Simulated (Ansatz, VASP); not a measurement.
# One calculation of Nb, two programs

```
Nb
1.0
    -1.62998    1.62998    1.62998
     1.62998   -1.62998    1.62998
     1.62998    1.62998   -1.62998
Nb
1
Direct
  0.00000 0.00000 0.00000
```

Change from the starting cell: volume scaled by 0.94.

Alike in both runs: task single point; functional LDA; k mesh 11 × 11 × 11; occupations fermi-dirac, width 0.05 eV; no spin polarisation.

|  | VASP | Ansatz |
| --- | --- | --- |
| version | VASP 6.6.1 | Ansatz 0.2.0 |
| potentials or method | VASP PAW LDA potentials, release 64 (Nb_sv), cutoff 500 eV | all-electron LAPW, scalar-relativistic |

VASP gave:

| Quantity | Value |
| --- | --- |
| gap on the k mesh at the Fermi level (eV) | none |
| pressure (GPa) | -1.6 |

Task: Which values does Ansatz return?

Result: gap on the k mesh at the Fermi level (eV): none; pressure (GPa): -1.4.

LDA's correlation is that of Perdew and Zunger in VASP and of Perdew and Wang (1992) in Ansatz. A gap of «none» marks a metal or a gap that the smearing closes. Ansatz ran all-electron here, and VASP with PAW potentials.
